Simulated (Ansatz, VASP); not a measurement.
**ZnO: VASP beside Ansatz**

File INCAR:

```
SYSTEM = ZnO
  ALGO = Normal
  EDIFF = 1E-7
  ENCUT = 520
  GGA = PE
  ISIF = 2
  ISMEAR = 0
  LASPH = .True.
  LCHARG = .False.
  LREAL = .False.
  LWAVE = .False.
  NBANDS = 26
  NELM = 80
  PREC = Accurate
  SIGMA = 0.01
```

Contents of KPOINTS:

```
k-points
0
Gamma
  9 9 6
  0 0 0
```

The input POSCAR:

```
ZnO
1.0
    3.2498000000      0.0000000000      0.0000000000
   -1.6249000000      2.8144093572      0.0000000000
    0.0000000000      0.0000000000      5.2066000000
Zn O
2 2
Direct
    0.3333333333      0.6666666667      0.0000000000
    0.6666666667      0.3333333333      0.5000000000
    0.3333333333      0.6666666667      0.3759000000
    0.6666666667      0.3333333333      0.8759000000
```

Input for Ansatz:

```yaml
crystal:
  lattice:
    - [3.2498, 0.0, 0.0]
    - [-1.6249, 2.8144093572, 0.0]
    - [0.0, 0.0, 5.2066]
  atoms:
    - { symbol: Zn, position: [0.3333333333, 0.6666666667, 0.0] }
    - { symbol: Zn, position: [0.6666666667, 0.3333333333, 0.5] }
    - { symbol: O, position: [0.3333333333, 0.6666666667, 0.3759] }
    - { symbol: O, position: [0.6666666667, 0.3333333333, 0.8759] }
scf:
  occupations: { method: fixed }
output:
  eigenvalues: true
hamiltonian:
  xc: pbe
kpoints:
  mp_grid: { grid: [9, 9, 6] }
```

Alike in both runs: task single point; functional PBE; k mesh 9 × 9 × 6; no spin polarisation.

|  | VASP | Ansatz |
| --- | --- | --- |
| version | VASP 6.6.1 | Ansatz 0.2.0 |
| potentials or method | VASP PAW PBE potentials, release 64 (Zn, O) | scalar-relativistic, plane waves, PAW |
| plane-wave cutoff (eV) | 520 | 420 |
| occupations | gaussian, width 0.01 eV | fixed |
| valence electrons in the cell | 36 | 36 |

Ansatz gave:

```
gap on the k mesh at the Fermi level (eV) : 0.81
least direct gap on the mesh (eV)         : 0.81
```

Problem. Estimate VASP's values.

Solution. gap on the k mesh at the Fermi level (eV): 0.79; least direct gap on the mesh (eV): 0.79.
